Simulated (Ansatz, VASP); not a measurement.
## Sb3Se in VASP and in Ansatz

```
Sb Se
1.0
     7.68535    0.00000    0.00000
    -3.84268    6.65571    0.00000
     0.00000    0.00000    6.17985
Sb Se
6 2
Direct
  0.33431 0.16716 0.75000
  0.83284 0.16716 0.75000
  0.83284 0.66569 0.75000
  0.66569 0.83284 0.25000
  0.16716 0.83284 0.25000
  0.16716 0.33431 0.25000
  0.66667 0.33333 0.25000
  0.33333 0.66667 0.75000
```

Change from the starting cell: species swapped into the DyY3 type (P6_3/mmc, No. 194).

Alike in both runs: task relaxation of cell and atoms; functional PBE; k mesh 3 × 3 × 4; occupations gaussian, width 0.1 eV; no spin polarisation.

|  | VASP | Ansatz |
| --- | --- | --- |
| version | VASP 6.6.1 | Ansatz 0.2.0 |
| potentials or method | VASP PAW PBE potentials, release 64 (Sb, Se), cutoff 600 eV | scalar-relativistic, plane waves, PAW |
| valence electrons in the cell | 42 | 122 |

```tsv
	VASP	Ansatz	Ansatz less VASP
gap on the k mesh at the Fermi level, each at its own relaxed structure (eV)	none	none	-
relaxed volume (Å³/atom)	25.73	25.85	+0.124
relaxed cell length with the largest relative difference (Å)	5.384	5.403	+0.0189
```

A gap of «none» marks a metal or a gap that the smearing closes. VASP's potentials hold 42 valence electrons a cell and Ansatz's 122, so a difference there can come from the potentials and not from the codes.

Neither program's run includes spin-orbit coupling. Noted on VASP's run: the volume moved by over 15 % at a fixed basis, so the end points are rough.
